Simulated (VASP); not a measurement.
# CaZr3N2 (P-4m2) in VASP: notebook

CaZr3N2 is run at these levels: PBE; tasks: single point, relaxation of cell and atoms.

Everything below comes from runs of VASP 6.6.1. Logs are shortened: lines on timing, memory, paths and dates and some standing lists are left out, and cuts for length are marked.

## (1) The cell of the first run

The structure is tetragonal, space group P-4m2 (No. 115). Conventional cell: a = 3.576 Å, b = 3.576 Å, c = 7.020 Å, α = 90.00°, β = 90.00°, γ = 90.00°. Within 3.3 Å of Ca (site symmetry -4m2) lie 8 Zr at 2.53 to 3.15 Å and 4 N at 2.66 Å. Zr (site symmetry -4m2) has 4 Ca at 2.53 Å and 4 N at 2.66 Å and 4 Zr at 3.15 Å within 3.3 Å. Within 3.2 Å of Zr (site symmetry 2mm) lie 5 N at 2.45 to 2.61 Å and 6 Zr at 3.12 to 3.15 Å and 2 Ca at 3.15 Å. Within 3.2 Å of N (site symmetry 2mm) lie 7 Zr at 2.45 to 2.66 Å and 2 Ca at 2.66 Å.

## (2) Single point, PBE

Contents of INCAR:

```
SYSTEM = CaZr3N2
PREC = Accurate
ENCUT = 520
EDIFF = 1E-6
ISMEAR = 0
SIGMA = 0.1
LREAL = .False.
LASPH = .True.
NELM = 100
ALGO = Normal
ISIF = 2
LWAVE = .False.
LCHARG = .True.
GGA = PE
LELF = .True.
LVHAR = .True.
NBANDS = 37
```

Contents of KPOINTS:

```
Automatic mesh
0
Gamma
  6 6 4
  0 0 0
```

Contents of POSCAR:

```
CaZr3N2
1.0
    3.5760687492      0.0000000000      0.0000000000
    0.0000000000      3.5760687492      0.0000000000
    0.0000000000      0.0000000000      7.0198379946
Ca Zr N
1 3 2
Direct
    0.0000000000      0.0000000000      0.0000000000
    0.5000000000      0.5000000000      0.0000000000
    0.0000000000      0.5000000000      0.3699433163
    0.5000000000      0.0000000000      0.6300566837
    0.0000000000      0.5000000000      0.7195188286
    0.5000000000      0.0000000000      0.2804811714
```

Potentials or basis: VASP PAW PBE potentials, release 64 (Ca_sv, Zr_sv, N).

The run is started by

```sh
$ cat potpaw_PBE.64/Ca_sv/POTCAR potpaw_PBE.64/Zr_sv/POTCAR potpaw_PBE.64/N/POTCAR > POTCAR
$ mpirun -np 1 vasp_std > vasp.out
```

OUTCAR:

```text
SYSTEM = CaZr3N2
   PREC = Accurate
   ENCUT = 520
   EDIFF = 1E-6
   ISMEAR = 0
   LREAL = .False.
   LASPH = .True.
   NELM = 100
   ISIF = 2
   GGA = PE

 ion  position               nearest neighbor table
   1  0.000  0.000  0.000-   2 2.53   2 2.53   2 2.53   2 2.53   3 3.15   4 3.15   4 3.15   3 3.15

   2  0.500  0.500  0.000-   1 2.53   1 2.53   1 2.53   1 2.53   6 2.66   6 2.66   5 2.66   5 2.66
                             3 3.15   3 3.15   4 3.15   4 3.15
   3  0.000  0.500  0.370-   5 2.45   6 2.61   6 2.61   6 2.61   6 2.61   4 3.12   4 3.12   4 3.12
                             4 3.12   1 3.15   2 3.15   1 3.15   2 3.15
   4  0.500  0.000  0.630-   6 2.45   5 2.61   5 2.61   5 2.61   5 2.61   3 3.12   3 3.12   3 3.12
                             3 3.12   2 3.15   2 3.15   1 3.15   1 3.15
   5  0.000  0.500  0.720-   3 2.45   4 2.61   4 2.61   4 2.61   4 2.61   2 2.66   2 2.66
   6  0.500  0.000  0.280-   4 2.45   3 2.61   3 2.61   3 2.61   3 2.61   2 2.66   2 2.66

  LATTYP: Found a simple tetragonal cell.
 ALAT       =     3.5760687492
 C/A-ratio  =     1.9630042057

  Lattice vectors:

 A1 = (   3.5760687492,   0.0000000000,   0.0000000000)
 A2 = (   0.0000000000,   3.5760687492,   0.0000000000)
 A3 = (   0.0000000000,   0.0000000000,   7.0198379946)

Analysis of symmetry for initial positions (statically):
=====================================================================
 Subroutine PRICEL returns:
 Original cell was already a primitive cell.

 Routine SETGRP: Setting up the symmetry group for a
 simple tetragonal supercell.

 Subroutine GETGRP returns: Found  8 space group operations
 (whereof  8 operations were pure point group operations)
 out of a pool of 16 trial point group operations.

The static configuration has the point symmetry D_2d.

Analysis of symmetry for dynamics (positions and initial velocities):
=====================================================================
 Subroutine PRICEL returns:
 Original cell was already a primitive cell.

 Routine SETGRP: Setting up the symmetry group for a
 simple tetragonal supercell.

 Subroutine GETGRP returns: Found  8 space group operations
 (whereof  8 operations were pure point group operations)
 out of a pool of 16 trial point group operations.

The dynamic configuration has the point symmetry D_2d.

 Subroutine INISYM returns: Found  8 space group operations
 (whereof  8 operations are pure point group operations),
 and found     1 'primitive' translations

----------------------------------------------------------------------------------------

                                     Primitive cell

  volume of cell :      89.7716

  direct lattice vectors                    reciprocal lattice vectors
     3.576068749  0.000000000  0.000000000     0.279636682  0.000000000  0.000000000
     0.000000000  3.576068749  0.000000000     0.000000000  0.279636682  0.000000000
     0.000000000  0.000000000  7.019837995     0.000000000  0.000000000  0.142453430

  length of vectors
     3.576068749  3.576068749  7.019837995     0.279636682  0.279636682  0.142453430

  position of ions in fractional coordinates (direct lattice)
     0.000000000  0.000000000  0.000000000
     0.500000000  0.500000000  0.000000000
     0.000000000  0.500000000  0.369943316
     0.500000000  0.000000000  0.630056684
     0.000000000  0.500000000  0.719518829
     0.500000000  0.000000000  0.280481171

  ion indices of the primitive-cell ions
   primitive index   ion index
                 1           1
                 2           2
                 3           3
                 4           4
                 5           5
                 6           6

----------------------------------------------------------------------------------------

 KPOINTS: Automatic mesh

Automatic generation of k-mesh.
 Grid dimensions read from file:
 generate k-points for:    6    6    4

 Generating k-lattice:

  Cartesian coordinates                     Fractional coordinates (reciprocal lattice)
     0.046606114  0.000000000  0.000000000     0.166666667  0.000000000  0.000000000
     0.000000000  0.046606114  0.000000000     0.000000000  0.166666667  0.000000000
     0.000000000  0.000000000  0.035613357     0.000000000  0.000000000  0.250000000

  Length of vectors
     0.046606114  0.046606114  0.035613357

  Shift w.r.t. Gamma in fractional coordinates (k-lattice)
     0.000000000  0.000000000  0.000000000

 Subroutine IBZKPT returns following result:
 ===========================================

 Found     30 irreducible k-points:

 Following reciprocal coordinates:
            Coordinates               Weight
  0.000000  0.000000  0.000000      1.000000
  0.166667  0.000000  0.000000      4.000000
  0.333333  0.000000  0.000000      4.000000
  0.500000  0.000000  0.000000      2.000000
  0.166667  0.166667  0.000000      4.000000
  0.333333  0.166667  0.000000      8.000000
[... 16 lines left out ...]
  0.333333  0.000000  0.500000      4.000000
  0.500000  0.000000  0.500000      2.000000
 [... further k-points ...]
   k-points           NKPTS =     30   k-points in BZ     NKDIM =     30   number of bands    NBANDS=     37
   number of dos      NEDOS =    301   number of ions     NIONS =      6
   total plane-waves  NPLWV =  42336
   dimension x,y,z NGX =    28 NGY =   28 NGZ =   54
   dimension x,y,z NGXF=    56 NGYF=   56 NGZF=  108
   ions per type =               1   3   2
   NGX,Y,Z   is equivalent  to a cutoff of  13.02, 13.02, 12.79 a.u.
   NGXF,Y,Z  is equivalent  to a cutoff of  26.03, 26.03, 25.58 a.u.
 SYSTEM =  CaZr3N2
   PREC   = accura    normal or accurate (medium, high low for compatibility)
   ISTART =      0    job   : 0-new  1-cont  2-samecut
   ICHARG =      2    charge: 1-file 2-atom 10-const
   ISPIN  =      1    spin polarized calculation?
   LNONCOLLINEAR =      F non collinear calculations
   LSORBIT =      F    spin-orbit coupling
   LASPH  =      T    aspherical Exc in radial PAW
   ENCUT  =  520.0 eV  38.22 Ry    6.18 a.u.   6.65  6.65 13.05*2*pi/ulx,y,z
   NELM   =    100;   NELMIN=  2; NELMDL= -5     # of ELM steps
   EDIFF  = 0.1E-05   stopping-criterion for ELM
   LREAL  =      F    real-space projection
[... 7 lines left out ...]
   TEBEG  =    0.0;   TEEND  =   0.0 temperature during run
   PSTRESS=    0.0 pullay stress
   NELECT =      56.0000    total number of electrons
   NUPDOWN=      -1.0000    fix difference up-down
   EMIN   =  10.00;   EMAX   =-10.00  energy-range for DOS
   EFERMI =   0.00;   METHOD = LEGACY
   ISMEAR =     0;   SIGMA  =   0.10  broadening in eV -4-tet -1-fermi 0-gaus
   EFERMI_NEDOS =   21; number of points for ismear=-14 and -15
   IALGO  =     38    algorithm
   IMIX   =      4    mixing-type and parameters
     AMIX     =   0.40;   BMIX     =  1.00
     AMIX_MAG =   1.60;   BMIX_MAG =  1.00
  volume/ion in A,a.u.               =      14.96       100.97
  Fermi-wavevector in a.u.,A,eV,Ry     =   1.398807  2.643363 26.622003  1.956662
  Thomas-Fermi vector in A             =   2.521929
   LORBIT       =      0    0 simple, 1 ext, 2 COOP (PROOUT), +10 PAW based schemes
   GGA     = PE    functional components
   LHFCALC =     F    Hartree Fock is set to
   AEXX    =    0.0000 exact exchange contribution
   IVDW    =     0    specifies the selected vdW correction
   LEPSILON=     F    determine dielectric tensor
   LRPA    =     F    only Hartree local field effects (RPA)
 non-spin polarized calculation
 Gauss-broadening in eV      SIGMA  =   0.10
  energy-cutoff  :      520.00
  volume of cell :       89.77
 maximum number of plane-waves:      2440
 NGX is ok and might be reduce to    28
   NGX = 13   NGY = 13   NGZ = 27

 number of electron      56.0000004 magnetization

 Free energy of the ion-electron system (eV)
  ---------------------------------------------------
  ext. energy  EPLUGINS =         0.00000000
  ---------------------------------------------------
  free energy    TOTEN  =       -43.62323130 eV

  energy without entropy =      -43.59377867  energy(sigma->0) =      -43.60850498

 E-fermi :   9.7752     XC(G=0): -11.8405

 val. band max:        9.7687606379   @ k =   0.1667   0.0000   0.0000
 cond. band min:       9.7790630996   @ k =   0.5000   0.5000   0.2500
 fundamental gap:      0.0103024616
 Fermi energy:         9.7752278475

 k-point     1 :       0.0000    0.0000    0.0000
  band No.  band energies     occupation
      1     -39.5220      2.00000
      2     -39.3872      2.00000
      3     -39.1355      2.00000
      4     -30.0638      2.00000
      5     -17.6923      2.00000
      6     -17.6923      2.00000
[... 29 lines left out ...]
     36      11.4632      0.00000
     37      13.2249      0.00000

 k-point     2 :       0.1667    0.0000    0.0000
  band No.  band energies     occupation
      1     -39.5095      2.00000
      2     -39.3927      2.00000
      3     -39.1280      2.00000
      4     -30.0814      2.00000
      5     -17.7784      2.00000
      6     -17.6592      2.00000
[... 29 lines left out ...]
     36      12.2284      0.00000
     37      13.5231      0.00000

 k-point     3 :       0.3333    0.0000    0.0000
  band No.  band energies     occupation
      1     -39.4780      2.00000
      2     -39.4105      2.00000
      3     -39.1129      2.00000
      4     -30.1168      2.00000
      5     -17.8882      2.00000
      6     -17.7762      2.00000
[... 29 lines left out ...]
     36      12.4834      0.00000
     37      13.3950      0.00000
[... 761 lines left out ...]
 k-point    23 :       0.3333    0.0000    0.5000
  band No.  band energies     occupation
      1     -39.4756      2.00000
      2     -39.4134      2.00000
      3     -39.1123      2.00000
      4     -30.1169      2.00000
      5     -17.8470      2.00000
      6     -17.7793      2.00000
[... 29 lines left out ...]
     36      12.8565      0.00000
     37      12.8864      0.00000

 k-point    24 :       0.5000    0.0000    0.5000
  band No.  band energies     occupation
      1     -39.4420      2.00000
      2     -39.4396      2.00000
      3     -39.1053      2.00000
      4     -30.1346      2.00000
      5     -17.8816      2.00000
      6     -17.8447      2.00000
[... 29 lines left out ...]
     36      12.9040      0.00000
     37      13.5091      0.00000

 [... further k-points ...]

------------------------ aborting loop because EDIFF is reached ----------------------------------------

  FORCE on cell =-STRESS in cart. coord.  units (eV):
  Direction    XX          YY          ZZ          XY          YZ          ZX
  --------------------------------------------------------------------------------------
  -------------------------------------------------------------------------------------
  Total        0.1869439      0.1869439      0.0964169      0.0000000     -0.0000000      0.0000000
  in kB        3.3364381      3.3364381      1.7207782      0.0000000     -0.0000000      0.0000000
  external PRESSURE =       2.7978848 kB  Pullay stress =       0.0000000 kB

 VOLUME and BASIS-vectors are now :
 -----------------------------------------------------------------------------
  energy-cutoff  :      520.00
  volume of cell :       89.77
      direct lattice vectors                 reciprocal lattice vectors
     3.576068749  0.000000000  0.000000000     0.279636682  0.000000000  0.000000000
     0.000000000  3.576068749  0.000000000     0.000000000  0.279636682  0.000000000
     0.000000000  0.000000000  7.019837995     0.000000000  0.000000000  0.142453430

 POSITION                                       TOTAL-FORCE (eV/Angst)
 -----------------------------------------------------------------------------------
      0.00000      0.00000      0.00000         0.000000      0.000000      0.000000
      1.78803      1.78803      0.00000         0.000000     -0.000000      0.000000
      0.00000      1.78803      2.59694         0.000000      0.000000      0.015537
      1.78803      0.00000      4.42290        -0.000000      0.000000     -0.015537
      0.00000      1.78803      5.05091        -0.000000      0.000000     -0.012531
      1.78803      0.00000      1.96893         0.000000      0.000000      0.012531
 -----------------------------------------------------------------------------------
    total drift:                                0.000000      0.000000      0.000000

  FREE ENERGIE OF THE ION-ELECTRON SYSTEM (eV)
  ---------------------------------------------------
  free  energy   TOTEN  =       -43.6232312989 eV

  energy  without entropy=      -43.5937786697  energy(sigma->0) =      -43.60850498
```

It took 62 s on 1 thread of Intel Xeon 6975P-C (Granite Rapids), shared host; peak memory 0.24 GiB.

What came out:

* Free energy: -43.6232 eV
* Pressure: 0.3 GPa
* Largest force: 0.016 eV/Å
* Band gap on the k mesh: zero (band 28 reaches 10.44 eV, above the bottom of band 29 at 9.55 eV)

Forces on the atoms (eV/Å):
```
Ca   0.000  0.000  0.000
Zr   0.000  0.000  0.000
Zr   0.000  0.000  0.016
Zr   0.000  0.000 -0.016
N    0.000  0.000 -0.013
N    0.000  0.000  0.013
```

Levels at points of the mesh, in eV from the Fermi level:
| k point | band 26 | band 27 | band 28 | band 29 | band 30 | band 31 |
| --- | --- | --- | --- | --- | --- | --- |
| (0.00, 0.00, 0.00) | -2.60 | -1.74 | -1.26 | -0.12 | 0.33 | 0.42 |
| (0.50, 0.00, 0.00) | -0.95 | -0.56 | 0.27 | 1.07 | 1.14 | 1.64 |
| (0.50, 0.50, 0.00) | -1.62 | -0.34 | -0.34 | 0.07 | 0.63 | 2.48 |
| (0.00, 0.00, 0.50) | -2.33 | -1.24 | -1.13 | -0.12 | -0.12 | -0.11 |
| (0.50, 0.00, 0.50) | -0.91 | 0.16 | 0.66 | 0.84 | 0.97 | 1.02 |
| (0.50, 0.50, 0.50) | -1.39 | -1.39 | -1.37 | -0.08 | 0.63 | 2.42 |

[end of part 1 of 2]
